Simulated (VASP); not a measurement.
Wanted: the native input for a VASP 6.6.1 run.

```
Task                   : single point
Functional             : PBE
Potentials or basis    : VASP PAW PBE potentials, release 64 (Li_sv, Pb_d)
Cutoff                 : 520 eV
k mesh                 : 4 × 4 × 4
Occupations            : gaussian, width 0.1 eV
Spin                   : no spin polarisation
Dipole correction      : no
Further INCAR settings : ALGO = Fast; EDIFF = 1e-07; NBANDS = 40
```

The structure of LiPb2 lies in POSCAR:

```
LiPb2
1.0
    8.0150476897      0.0000000000      0.0000000000
    0.0000000000      5.3848925562      0.0000000000
    0.0000000000      0.0000000000      3.8590689557
Li Pb
2 4
Direct
    0.0000000000      0.0000000000      0.0000000000
    0.5000000000      0.5000000000      0.5000000000
    0.1962053705      0.4999900233      0.0000000000
    0.8037946295      0.5000099767      0.0000000000
    0.6962053705      0.0000099767      0.5000000000
    0.3037946295      0.9999900233      0.5000000000
```

These files were run (other wordings do the same):

INCAR

```
SYSTEM = LiPb2
ALGO = Fast ; EDIFF = 1E-7
ENCUT = 520 ; GGA = PE
ISIF = 2 ; ISMEAR = 0
LASPH = .TRUE. ; LCHARG = .TRUE.
LELF = .TRUE. ; LREAL = .FALSE.
LVHAR = .TRUE. ; LWAVE = .FALSE.
NBANDS = 40 ; NELM = 60
PREC = Accurate ; SIGMA = 0.1
```

KPOINTS

```
k-points
0
G
  4 4 4
  0 0 0
```

Potentials or basis: VASP PAW PBE potentials, release 64 (Li_sv, Pb_d).

Command:

```sh
$ cat potpaw_PBE.64/Li_sv/POTCAR potpaw_PBE.64/Pb_d/POTCAR > POTCAR
$ mpirun -np 1 vasp_std > vasp.out
```

It gave:

```json
{
  "Largest force": "0.006 eV/Å",
  "Band gap on the k mesh": "zero (bands 31 and 32 overlap by 4.28 eV)"
}
```

Caveat: the k points lie up to 0.41 Å⁻¹ apart, too coarse for converged energies and pressures of a metal; spin-orbit coupling is left out, which moves the levels of the heavy elements.

Run time: 8.5 min on 1 thread of Intel(R) Xeon(R) Platinum 8375C CPU @ 2.90GHz (Ice Lake) (shared host), peak memory 0.32 GiB.
